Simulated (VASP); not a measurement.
## MgS: relaxation of cell and atoms with PBE

MgS:

```
Mg S
1.0
     2.95330    0.00000    0.00000
    -1.47665    2.55763    0.00000
     0.00000    0.00000    6.08542
Mg S
1 1
Direct
  0.00000 0.00000 0.00000
  0.00000 0.00000 0.50000
```

The cell was generated, and may not be a known phase.

```json
{
  "Program": "VASP 6.6.1",
  "Task": "relaxation of cell and atoms",
  "Functional": "PBE",
  "Potentials or basis": "VASP PAW PBE potentials, release 64 (Mg_sv, S)",
  "Cutoff": "840 eV",
  "k mesh": "6 × 6 × 4",
  "Occupations": "gaussian, width 0.1 eV",
  "Spin": "no spin polarisation",
  "Dipole correction": "no",
  "Further INCAR settings": "ALGO = Normal; EDIFF = 1e-07; IBRION = 2; EDIFFG = -0.04; NSW = 90; ISIF = 3"
}
```

```yaml
Relaxed_volume: 32.04 Å³/atom
Relaxed_cell: a = 4.084 Å, b = 4.084 Å, c = 4.437 Å, α = 90.00°, β = 90.00°, γ = 120.00°
Space_group_after_relaxing_to_0.1_Å: P6/mmm (No. 191)
Energy_gained_by_relaxing: 591.9 meV/atom
Ionic_steps: 22
Pressure_after_relaxing: -0.2 GPa
Band_gap_on_the_k_mesh: zero (bands 8 and 9 overlap by 0.11 eV)
```

Step by step:
```
step  energy change (eV)  largest force (eV/Å)  pressure (GPa)  volume (Å³)
   1              0.0000                0.0000           -3.57        45.97
   2             -0.1211                0.0000           -1.22        42.61
   3             -0.1705                0.0000            1.43        40.10
   4             -0.1049                0.0000           10.38        35.24
   5             -0.1773                0.0000            2.66        39.15
   6             -0.2803                0.0000            2.65        39.57
   7             -0.2302                0.0000           16.39        39.73
   8             -0.3575                0.0000            5.56        39.84
   9             -0.4508                0.0000            3.01        42.85
  10             -0.7200                0.0000           -0.73        52.48
  11             -0.9474                0.0000           -6.94        74.32
  12             -0.9358                0.0000           -2.45        60.32
  13             -1.0296                0.0000           -4.26        67.16
  14             -1.0545                0.0000           -4.55        68.63
  15             -1.0633                0.0000           -4.82        69.84
  16             -1.0865                0.0000           -4.39        69.22
  17             -1.1424                0.0000           -3.00        67.38
  18             -1.1829                0.0000            0.31        63.78
  19             -1.1836                0.0000           -0.11        64.19
  20             -1.1836                0.0000            0.00        64.08
  21             -1.1837                0.0000           -0.04        64.08
  22             -1.1838                0.0000           -0.15        64.07
```

Final structure:
```
CELL_PARAMETERS angstrom
4.08362 0.00000 0.00000
-2.04181 3.53652 0.00000
0.00000 0.00000 4.43671
ATOMIC_POSITIONS crystal
Mg 0.00000 0.00000 0.00000
S 0.00000 0.00000 0.50000
```

Levels at points of the mesh, in eV from the Fermi level:
| k point | band 6 | band 7 | band 8 | band 9 | band 10 | band 11 |
| --- | --- | --- | --- | --- | --- | --- |
| (0.00, 0.00, 0.00) | -2.77 | -0.18 | -0.18 | -0.15 | 6.59 | 8.33 |
| (0.50, 0.00, 0.00) | -2.45 | -2.33 | -0.62 | 2.39 | 4.07 | 6.20 |
| (0.00, 0.00, 0.50) | -4.58 | -0.04 | -0.04 | 2.72 | 5.75 | 6.97 |
| (0.50, 0.00, 0.50) | -3.78 | -1.73 | -0.40 | 1.40 | 4.83 | 5.49 |

Wall time 6.6 min on 1 thread of Intel(R) Xeon(R) Platinum 8259CL CPU @ 2.50GHz (Skylake/Cascade Lake) (shared host), peak memory 0.23 GiB.

Caveat: the k points lie up to 0.35 Å⁻¹ apart in the final cell; the volume moved by over 15 % at a fixed basis, so the end points are rough; semilocal functionals underestimate gaps, and a narrow one can read as zero.
